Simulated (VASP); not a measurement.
Input of a VASP 6.6.1 run:

File INCAR:

```
SYSTEM = Sn4O7
PREC = Accurate
ENCUT = 520
EDIFF = 1E-7
ISMEAR = 0
SIGMA = 0.05
LREAL = .False.
LASPH = .True.
NELM = 60
ALGO = Normal
ISIF = 2
LWAVE = .False.
LCHARG = .True.
GGA = PE
IVDW = 12
LELF = .True.
LVHAR = .True.
NBANDS = 60
NELECT = 96.0
```

KPOINTS

```
Automatic mesh
0
Gamma
  6 6 6
  0 0 0
```

The input POSCAR:

```
Sn4O7
1.0
   -3.2376496260     -1.8692578831      4.2923370236
    3.2376496260     -1.8692578831      4.2923370236
    0.0000000000      3.7385157663      4.2923370236
Sn O
4 7
Direct
    0.5000000000      0.5000000000      0.5000000000
    0.0000000000      0.0000000000      0.5000000000
    0.0000000000      0.5000000000      0.0000000000
    0.5000000000      0.0000000000      0.0000000000
    0.7436146560      0.7436146560      0.2436146560
    0.7436146560      0.2436146560      0.7436146560
    0.2436146560      0.7436146560      0.7436146560
    0.7563853440      0.7563853440      0.7563853440
    0.2563853440      0.2563853440      0.7563853440
    0.2563853440      0.7563853440      0.2563853440
    0.8376064703      0.2542564703      0.2542564703
```

Potentials or basis: VASP PAW PBE potentials, release 64 (Sn_d, O).

The run is started by

```sh
$ cat potpaw_PBE.64/Sn_d/POTCAR potpaw_PBE.64/O/POTCAR > POTCAR
$ mpirun -np 1 vasp_std > vasp.out
```

Q: What does it give for the largest force?

A: 6.262 eV/Å.

Q: Predict the dispersion energy per atom.

A: -0.200 eV.

Forces in eV/Å, atoms in the order of the input:
```
Sn   0.168  0.097  2.064
Sn  -3.235  5.352  0.324
Sn   3.018 -5.477  0.324
Sn  -2.730 -1.576 -1.605
O    0.396  0.269  0.202
O    0.431  0.208  0.202
O   -0.118 -0.068  0.287
O    0.078  0.045  0.197
O   -0.210  0.754  0.310
O    0.548 -0.559  0.310
O    1.655  0.955 -2.615
```

Caveat: the cell carries a net charge on a neutralising background, which shifts energy and pressure; the cell differs from its parent crystal (atoms taken out, atom 11 moved 0.167 of the way to it and +0.000 Å across, host rigid).
